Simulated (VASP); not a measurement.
# Li7Nb8O24 (a cell with a defect) in VASP: further runs

Li7Nb8O24 (a cell with a defect) is run at these levels: PBEsol; tasks: single point.

Everything below comes from runs of VASP 6.6.1. Logs are shortened: lines on timing, memory, paths and dates and some standing lists are left out, and cuts for length are marked.

## (1) The cell of the first run

The cell holds a defect, 39 atoms: a = 7.609 Å, b = 7.609 Å, c = 7.609 Å, α = 86.28°, β = 86.28°, γ = 86.28°.

## (2) Single point, PBEsol

The input, INCAR:

```
PREC = Accurate
ENCUT = 520
EDIFF = 1E-7
ISMEAR = -1
SIGMA = 0.05
LREAL = Auto
LASPH = True
NELM = 80
ALGO = Normal
ISIF = 2
LWAVE = False
LCHARG = False
GGA = PS
NBANDS = 160
NELECT = 270.0
```

The input, KPOINTS:

```
Automatic mesh
0
Gamma
  2 2 2
```

The input, POSCAR:

```
Li7Nb8O24
1.0
   -5.2028130000     -3.0038450000      4.6691290000
    5.2028130000     -3.0038450000      4.6691290000
    0.0000000000      6.0076910000      4.6691290000
Li Nb O
7 8 24
Direct
    0.3096698674      0.2352870288      0.2976627872
    0.7916935258      0.8158727534      0.7756191072
    0.8317231173      0.7789631968      0.2488896368
    0.2748762973      0.2473142842      0.7271644909
    0.2668198608      0.7786968012      0.2354931366
    0.2702899940      0.7316557974      0.6899971812
    0.7591312502      0.2472158691      0.2353834048
   -0.0025659538     -0.0023160890     -0.0381452541
    0.5029866709      0.4975473057      0.4622656163
    0.5062461075      0.4957325641     -0.0464257195
    0.0100773536     -0.0098349516      0.4730150299
    0.5122515389      0.0105613956      0.4758315664
    0.0001952930      0.4785134643      0.0045719574
   -0.0138235538      0.4739894811      0.4904824699
    0.5026666296     -0.0125546555     -0.0345023732
    0.5465257008      0.4329909649      0.2247978863
    0.2496437360      0.5111368936      0.4393147201
    0.4398189020      0.2413109026      0.5494637387
    0.7435401471      0.4339576193      0.5349843689
    0.4617417325      0.5985907794      0.7256322794
    0.5628891730      0.7318939018      0.4191340176
    0.0577229769      0.9278868671      0.2301415306
    0.7542515154      0.0592813137      0.4165038650
    0.9297694621      0.7038724330      0.5370627481
    0.2504980041      0.9117364533      0.5180146854
    0.9452040553     -0.0220419326      0.7109113845
    0.0900819410      0.1974084968      0.4327081260
    0.0515548994      0.4123789382      0.7418799233
    0.7349895817      0.5413635567      0.9561189137
    0.9187770709      0.2244795822      0.0371133903
    0.2481444588      0.4579924775      0.0309812714
    0.9250559991      0.4716089888      0.2474103846
    0.0051780549      0.7287673901      0.9907231173
    0.5728026838      0.9545384871      0.7181954164
    0.2159781466      0.0587939464      0.8816320243
    0.4220674466      0.7598462597      0.0336877474
    0.7412993399      0.9256034847      0.0026162656
    0.4532247185      0.0174796706      0.2297260338
    0.5217179967      0.2519216385      0.9207020717
```

Potentials or basis: VASP PAW PBE potentials, release 64 (Li_sv, Nb_sv, O).

On the command line:

```sh
$ cat potpaw_PBE.64/Li_sv/POTCAR potpaw_PBE.64/Nb_sv/POTCAR potpaw_PBE.64/O/POTCAR > POTCAR
$ mpirun -np 1 vasp_std > vasp.out
```

OUTCAR:

```text
PREC = Accurate
   ENCUT = 520
   EDIFF = 1E-7
   ISMEAR = -1
   LREAL = Auto
   LASPH = True
   NELM = 80
   ISIF = 2
   GGA = PS
   NELECT = 270.0

 ion  position               nearest neighbor table
   1  0.310  0.235  0.298-  27 1.93  38 2.00  18 2.22  12 2.60
   2  0.792  0.816  0.776-  26 1.78  34 1.97  37 1.97  24 2.23   8 2.68
   3  0.832  0.779  0.249-  22 2.11  37 2.24
   4  0.275  0.247  0.727-  18 1.78  35 1.85  28 2.05
   5  0.267  0.779  0.235-  36 1.88  22 1.89
   6  0.270  0.732  0.690-  20 1.74  25 1.84
   7  0.759  0.247  0.235-  30 1.88  23 1.92  16 2.08  32 2.20
   8  0.997  0.998  0.962-  35 1.81  30 1.90  26 1.99  33 2.04  37 2.06  22 2.15   2 2.68
   9  0.503  0.498  0.462-  21 1.87  16 1.91  17 1.94  19 1.97  18 2.09  20 2.19
  10  0.506  0.496  0.954-  29 1.80  39 1.88  20 1.90  31 2.05  16 2.13  36 2.18
  11  0.010  0.990  0.473-  27 1.73  26 1.84  25 1.93  22 1.94  23 2.05  24 2.31
  12  0.512  0.011  0.476-  18 1.91  23 1.92  34 1.94  38 1.95  25 2.17  21 2.20   1 2.60
  13  0.000  0.479  0.005-  32 1.90  33 1.90  31 1.91  30 2.06  29 2.09  28 2.10
  14  0.986  0.474  0.490-  24 1.83  19 1.90  32 1.94  28 2.03  17 2.05  27 2.26
  15  0.503  0.987  0.965-  37 1.88  36 1.90  34 1.95  39 2.03  38 2.05  35 2.33
  16  0.547  0.433  0.225-   9 1.91   7 2.08  10 2.13
  17  0.250  0.511  0.439-   9 1.94  14 2.05
  18  0.440  0.241  0.549-   4 1.78  12 1.91   9 2.09   1 2.22
  19  0.744  0.434  0.535-  14 1.90   9 1.97
  20  0.462  0.599  0.726-   6 1.74  10 1.90   9 2.19
  21  0.563  0.732  0.419-   9 1.87  12 2.20
  22  0.058  0.928  0.230-   5 1.89  11 1.94   3 2.11   8 2.15
  23  0.754  0.059  0.417-   7 1.92  12 1.92  11 2.05
  24  0.930  0.704  0.537-  14 1.83   2 2.23  11 2.31
  25  0.250  0.912  0.518-   6 1.84  11 1.93  12 2.17
  26  0.945  0.978  0.711-   2 1.78  11 1.84   8 1.99
  27  0.090  0.197  0.433-  11 1.73   1 1.93  14 2.26
  28  0.052  0.412  0.742-  14 2.03   4 2.05  13 2.10
  29  0.735  0.541  0.956-  10 1.80  13 2.09
  30  0.919  0.224  0.037-   7 1.88   8 1.90  13 2.06
  31  0.248  0.458  0.031-  13 1.91  10 2.05
  32  0.925  0.472  0.247-  13 1.90  14 1.94   7 2.20
  33  0.005  0.729  0.991-  13 1.90   8 2.04
  34  0.573  0.955  0.718-  12 1.94  15 1.95   2 1.97
  35  0.216  0.059  0.882-   8 1.81   4 1.85  15 2.33
  36  0.422  0.760  0.034-   5 1.88  15 1.90  10 2.18
  37  0.741  0.926  0.003-  15 1.88   2 1.97   8 2.06   3 2.24
  38  0.453  0.017  0.230-  12 1.95   1 2.00  15 2.05
  39  0.522  0.252  0.921-  10 1.88  15 2.03

  LATTYP: Found a trigonal (rhomboedric) cell.
 ALAT       =     7.6087524283
 COS(alpha) =     0.0648537807

  Lattice vectors:

 A1 = (  -5.2028130000,  -3.0038450000,   4.6691290000)
 A2 = (   5.2028130000,  -3.0038450000,   4.6691290000)
 A3 = (   0.0000000000,   6.0076910000,   4.6691290000)

Analysis of symmetry for initial positions (statically):
=====================================================================
 Subroutine PRICEL returns:
 Original cell was already a primitive cell.

 Routine SETGRP: Setting up the symmetry group for a
 trigonal (rhombohedral) supercell.

 Subroutine GETGRP returns: Found  1 space group operations
 (whereof  1 operations were pure point group operations)
 out of a pool of 12 trial point group operations.

The static configuration has the point symmetry C_1 .

Analysis of symmetry for dynamics (positions and initial velocities):
=====================================================================
 Subroutine PRICEL returns:
 Original cell was already a primitive cell.

 Routine SETGRP: Setting up the symmetry group for a
 trigonal (rhombohedral) supercell.

 Subroutine GETGRP returns: Found  1 space group operations
 (whereof  1 operations were pure point group operations)
 out of a pool of 12 trial point group operations.

The dynamic configuration has the point symmetry C_1 .

 Subroutine INISYM returns: Found  1 space group operations
 (whereof  1 operations are pure point group operations),
 and found     1 'primitive' translations

----------------------------------------------------------------------------------------

                                     Primitive cell

  volume of cell :     437.8274

  direct lattice vectors                    reciprocal lattice vectors
    -5.202813000 -3.003845000  4.669129000    -0.096101859 -0.055484437  0.071390906
     5.202813000 -3.003845000  4.669129000     0.096101859 -0.055484437  0.071390906
     0.000000000  6.007691000  4.669129000     0.000000000  0.110968874  0.071390895

  length of vectors
     7.608752428  7.608752428  7.608752642     0.131949807  0.131949807  0.131949804

  position of ions in fractional coordinates (direct lattice)
     0.309669867  0.235287029  0.297662787
     0.791693526  0.815872753  0.775619107
     0.831723117  0.778963197  0.248889637
     0.274876297  0.247314284  0.727164491
     0.266819861  0.778696801  0.235493137
     0.270289994  0.731655797  0.689997181
[... 31 lines left out ...]
     0.453224719  0.017479671  0.229726034
     0.521717997  0.251921639  0.920702072

  ion indices of the primitive-cell ions
   primitive index   ion index
                 1           1
                 2           2
                 3           3
                 4           4
                 5           5
                 6           6
[... 31 lines left out ...]
                38          38
                39          39

----------------------------------------------------------------------------------------

 KPOINTS: Automatic mesh

Automatic generation of k-mesh.
 Grid dimensions read from file:
 generate k-points for:    2    2    2

 Generating k-lattice:

  Cartesian coordinates                     Fractional coordinates (reciprocal lattice)
    -0.048050929 -0.027742218  0.035695453     0.500000000 -0.000000000  0.000000000
     0.048050929 -0.027742218  0.035695453    -0.000000000  0.500000000  0.000000000
     0.000000000  0.055484437  0.035695447     0.000000000  0.000000000  0.500000000

  Length of vectors
     0.065974903  0.065974903  0.065974902

  Shift w.r.t. Gamma in fractional coordinates (k-lattice)
     0.000000000  0.000000000  0.000000000

 Subroutine IBZKPT returns following result:
 ===========================================

 Found      8 irreducible k-points:

 Following reciprocal coordinates:
            Coordinates               Weight
  0.000000  0.000000  0.000000      1.000000
  0.500000 -0.000000  0.000000      1.000000
 -0.000000  0.500000  0.000000      1.000000
  0.000000  0.000000  0.500000      1.000000
  0.500000  0.500000  0.000000      1.000000
  0.500000 -0.000000  0.500000      1.000000
 -0.000000  0.500000  0.500000      1.000000
  0.500000  0.500000  0.500000      1.000000
   k-points           NKPTS =      8   k-points in BZ     NKDIM =      8   number of bands    NBANDS=    160
   number of dos      NEDOS =    301   number of ions     NIONS =     39
   total plane-waves  NPLWV = 216000
   dimension x,y,z NGX =    60 NGY =   60 NGZ =   60
   dimension x,y,z NGXF=   120 NGYF=  120 NGZF=  120
   ions per type =               7   8  24
   NGX,Y,Z   is equivalent  to a cutoff of  13.11, 13.11, 13.11 a.u.
   NGXF,Y,Z  is equivalent  to a cutoff of  26.22, 26.22, 26.22 a.u.
 SYSTEM =  unknown system
   PREC   = accura    normal or accurate (medium, high low for compatibility)
   ISTART =      0    job   : 0-new  1-cont  2-samecut
   ICHARG =      2    charge: 1-file 2-atom 10-const
   ISPIN  =      1    spin polarized calculation?
   LNONCOLLINEAR =      F non collinear calculations
   LSORBIT =      F    spin-orbit coupling
   LASPH  =      T    aspherical Exc in radial PAW
   ENCUT  =  520.0 eV  38.22 Ry    6.18 a.u.  14.15 14.15 14.15*2*pi/ulx,y,z
   NELM   =     80;   NELMIN=  2; NELMDL= -5     # of ELM steps
   EDIFF  = 0.1E-06   stopping-criterion for ELM
   LREAL  =      T    real-space projection
   EDIFFG = 0.1E-05   stopping-criterion for IOM
   NSW    =      0    number of steps for IOM
   IBRION =     -1    ionic relax: 0-MD 1-quasi-New 2-CG
   NFREE  =      0    steps in history (QN), initial steepest desc. (CG)
   ISIF   =      2    stress and relaxation
   ISYM   =      2    0-nonsym 1-usesym 2-fastsym
   POTIM  = 0.5000    time-step for ionic-motion
   TEBEG  =    0.0;   TEEND  =   0.0 temperature during run
   PSTRESS=    0.0 pullay stress
   NELECT =     270.0000    total number of electrons
   NUPDOWN=      -1.0000    fix difference up-down
   EMIN   =  10.00;   EMAX   =-10.00  energy-range for DOS
   EFERMI =   0.00;   METHOD = LEGACY
   ISMEAR =    -1;   SIGMA  =   0.05  broadening in eV -4-tet -1-fermi 0-gaus
   EFERMI_NEDOS =   21; number of points for ismear=-14 and -15
   IALGO  =     38    algorithm
   IMIX   =      4    mixing-type and parameters
     AMIX     =   0.40;   BMIX     =  1.00
     AMIX_MAG =   1.60;   BMIX_MAG =  1.00
  volume/ion in A,a.u.               =      11.23        75.76
  Fermi-wavevector in a.u.,A,eV,Ry     =   1.393462  2.633261 26.418925  1.941736
  Thomas-Fermi vector in A             =   2.517106
   LORBIT       =      0    0 simple, 1 ext, 2 COOP (PROOUT), +10 PAW based schemes
   GGA     = PS    functional components
   LHFCALC =     F    Hartree Fock is set to
   AEXX    =    0.0000 exact exchange contribution
   IVDW    =     0    specifies the selected vdW correction
   LEPSILON=     F    determine dielectric tensor
   LRPA    =     F    only Hartree local field effects (RPA)
 non-spin polarized calculation
  energy-cutoff  :      520.00
  volume of cell :      437.83
 maximum number of plane-waves:     11822
 NGX is ok and might be reduce to    60
   NGX = 29   NGY = 29   NGZ = 29

 number of electron     270.0000027 magnetization

 Free energy of the ion-electron system (eV)
  ---------------------------------------------------
  ext. energy  EPLUGINS =         0.00000000
  ---------------------------------------------------
  free energy    TOTEN  =      -318.28007596 eV

  energy without entropy =     -318.28007596  energy(sigma->0) =     -318.28007596

 E-fermi :   4.6832     XC(G=0): -10.7608

 val. band max:        3.5822118302   @ k =   0.0000   0.0000   0.0000
 cond. band min:       5.7769805356   @ k =   0.0000   0.0000   0.0000
 fundamental gap:      2.1947687054
 Fermi energy:         4.6831666518

 k-point     1 :       0.0000    0.0000    0.0000
  band No.  band energies     occupation
      1     -51.3866      2.00000
      2     -51.3104      2.00000
      3     -51.2030      2.00000
      4     -51.0176      2.00000
      5     -50.8361      2.00000
      6     -50.7570      2.00000
[... 139 lines left out ...]
    146       7.5552      0.00000
    147       7.6974      0.00000

 k-point     2 :       0.5000   -0.0000    0.0000
  band No.  band energies     occupation
      1     -51.3866      2.00000
      2     -51.3104      2.00000
      3     -51.2030      2.00000
      4     -51.0176      2.00000
      5     -50.8360      2.00000
      6     -50.7570      2.00000
[... 1039 lines left out ...]
    146       7.4893      0.00000
    147       7.6107      0.00000
 [bands above 147 left out]

------------------------ aborting loop because EDIFF is reached ----------------------------------------

  FORCE on cell =-STRESS in cart. coord.  units (eV):
  Direction    XX          YY          ZZ          XY          YZ          ZX
  --------------------------------------------------------------------------------------
  -------------------------------------------------------------------------------------
  Total       18.0783814     19.6008965      8.4110373     -0.0462144     -2.4711393      0.0579021
  in kB       66.1556926     71.7271557     30.7791934     -0.1691160     -9.0428412      0.2118860
  external PRESSURE =      56.2206806 kB  Pullay stress =       0.0000000 kB

 VOLUME and BASIS-vectors are now :
 -----------------------------------------------------------------------------
  energy-cutoff  :      520.00
  volume of cell :      437.83
      direct lattice vectors                 reciprocal lattice vectors
    -5.202813000 -3.003845000  4.669129000    -0.096101859 -0.055484437  0.071390906
     5.202813000 -3.003845000  4.669129000     0.096101859 -0.055484437  0.071390906
     0.000000000  6.007691000  4.669129000     0.000000000  0.110968874  0.071390895

 POSITION                                       TOTAL-FORCE (eV/Angst)
 -----------------------------------------------------------------------------------
     -0.38700      0.15130      3.93430         0.950129     -0.691036     -0.011344
      0.12580     -0.16920     11.12740        -0.459834      0.555271     -1.270732
     -0.27450     -3.34300      8.68260         0.030834      0.183050     -0.488123
     -0.14340      2.80000      5.83340         0.917512      0.479803      0.187107
      2.66320     -1.72580      5.98120        -0.246134      0.244551      0.286195
      2.40040      1.13560      7.89990         0.675557      0.290072     -0.268554
[... 31 lines left out ...]
     -2.26710     -0.03380      3.27040         1.349465     -0.676404      0.770327
     -1.40370      3.20740      7.91110        -0.560282      0.551147     -0.827012
 -----------------------------------------------------------------------------------
    total drift:                               -0.007610      0.007251      0.015859

  FREE ENERGIE OF THE ION-ELECTRON SYSTEM (eV)
  ---------------------------------------------------
  free  energy   TOTEN  =      -318.2800759571 eV

  energy  without entropy=     -318.2800759568  energy(sigma->0) =     -318.28007596
```

Run time: 28 min. Hardware: 1 thread of Oxide Virtual Turin-like, shared host; peak memory 0.66 GiB.

What came out:

- Free energy: -318.2801 eV
- Largest force: 4.562 eV/Å

Forces in eV/Å, atoms in the order of the input:
```
Li   0.950 -0.691 -0.011
Li  -0.460  0.555 -1.271
Li   0.031  0.183 -0.488
Li   0.918  0.480  0.187
Li  -0.246  0.245  0.286
Li   0.676  0.290 -0.269
Li   0.476 -0.212  0.230
Nb  -0.002  1.170  0.982
Nb   0.020 -1.450  1.293
Nb   1.367  0.237 -0.355
Nb  -2.124  0.261 -1.989
Nb  -1.408  0.912 -0.678
Nb  -0.761 -2.236 -0.773
Nb  -0.191  2.196  1.797
Nb  -0.422  0.514 -0.028
O   -0.135  1.132  0.062
O    0.821 -0.398  0.023
O   -1.007 -0.657 -1.372
O   -0.549  0.888 -0.943
O   -1.111  0.880 -0.995
O    0.724 -0.522  0.384
O    0.308 -0.709 -1.688
O    0.088  0.012 -0.955
O    0.558 -1.493  0.399
O   -1.186 -0.343  0.895
O    0.768  2.222  1.962
O    2.883 -2.260  2.719
O    0.356  0.176  0.123
O   -1.146 -1.420  1.104
O   -0.533  0.043 -0.529
O    0.510  1.059 -0.737
O    0.025 -0.319  0.375
O   -0.404 -1.102 -0.113
O    0.012  0.897 -0.578
O   -1.832 -0.407  1.126
O    0.004 -0.713 -0.246
O    1.232  0.705  0.127
O    1.349 -0.676  0.770
O   -0.560  0.551 -0.827
```

Levels at points of the mesh, in eV from the Fermi level:
```csv
k point,band 133,band 134,band 135,band 136,band 137,band 138
"(0.00, 0.00, 0.00)",-1.38,-1.25,-1.10,1.09,1.45,1.50
"(0.50, 0.00, 0.00)",-1.40,-1.23,-1.18,1.39,1.61,1.81
"(0.00, 0.50, 0.00)",-1.45,-1.37,-1.11,1.11,1.54,1.66
"(0.00, 0.00, 0.50)",-1.40,-1.36,-1.22,1.52,1.61,1.82
"(0.50, 0.50, 0.00)",-1.39,-1.28,-1.22,1.52,1.73,2.10
"(0.50, 0.00, 0.50)",-1.45,-1.37,-1.25,1.76,1.89,2.07
"(0.00, 0.50, 0.50)",-1.40,-1.39,-1.25,1.78,1.85,2.03
"(0.50, 0.50, 0.50)",-1.43,-1.34,-1.24,1.94,2.04,2.23
```

Caveat: the cell carries a net charge on a neutralising background, which shifts energy and pressure; the cell is charged against a uniform background, so pressure and absolute levels hang on convention; the cutoff is under 1.25 times the usual one of these potentials, so pressure, stress and relaxed cells hold a basis-set (Pulay) error; the PAW data sets were made with another functional, which shifts forces and pressure a little.

(Continued in part 2 of 2.)
